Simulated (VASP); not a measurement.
Set up this calculation in VASP 6.6.1, as the native input.

```yaml
Task: single point
Functional: r2SCAN
Potentials_or_basis: VASP PAW PBE potentials, release 64 (Pd)
Cutoff: 520 eV
k_mesh: 11 × 11 × 11
Occupations: fermi-dirac, width 0.05 eV
Spin: collinear spin, ferromagnetic start
Starting_moments: "[0.436] μB"
Dipole_correction: no
Further_INCAR_settings: ALGO = Normal; EDIFF = 1e-06; NBANDS = 15
```

The system is Pd.

```
CELL_PARAMETERS angstrom
0.00000 1.95677 1.95677
1.95677 0.00000 1.95677
1.95677 1.95677 0.00000
ATOMIC_POSITIONS crystal
Pd 0.00000 0.00000 0.00000
```

The input as run:

POSCAR

```
Pd
1.0
    0.0000000000      1.9567730079      1.9567730079
    1.9567730079      0.0000000000      1.9567730079
    1.9567730079      1.9567730079      0.0000000000
Pd
1
Direct
    0.0000000000      0.0000000000      0.0000000000
```

INCAR.step1

```
SYSTEM = Pd
PREC = Accurate
ENCUT = 520
ISMEAR = -1
SIGMA = 0.05
LREAL = .False.
LASPH = .True.
NELM = 150
ISPIN = 2
MAGMOM = 0.436
LMAXMIX = 4
NBANDS = 15
GGA = PE
ALGO = Normal
EDIFF = 1E-4
LWAVE = .True.
LCHARG = .False.
```

INCAR.step2

```
SYSTEM = Pd
PREC = Accurate
ENCUT = 520
EDIFF = 1E-6
ISMEAR = -1
SIGMA = 0.05
LREAL = .False.
LASPH = .True.
NELM = 150
ALGO = Normal
ISIF = 2
LWAVE = .False.
LCHARG = .False.
ISPIN = 2
MAGMOM = 0.436
LORBIT = 11
LMAXMIX = 4
METAGGA = R2SCAN
LMIXTAU = .True.
NBANDS = 15
ISTART = 1
```

KPOINTS

```
Automatic mesh
0
Gamma
  11 11 11
  0 0 0
```

Potentials or basis: VASP PAW PBE potentials, release 64 (Pd).

The run is started by

```console
$ cat potpaw_PBE.64/Pd/POTCAR > POTCAR
$ cp INCAR.step1 INCAR
$ mpirun -np 1 vasp_std > vasp.out
$ cp INCAR.step2 INCAR
$ mpirun -np 1 vasp_std > vasp.out
```

It gave:

| Quantity | Value |
| --- | --- |
| Pressure | 0.8 GPa |
| Net moment | 0.51 μB per cell |
| Site moments | Pd +0.51 μB |
| Valence electrons inside the program's atomic spheres | Pd 9.45 |

Caveat: the PAW data sets were made with another functional, which shifts forces and pressure a little.

It took 95 s on 1 thread of AMD EPYC 7R13 Processor (Zen 3), with other jobs on the host, peak memory 0.14 GiB.
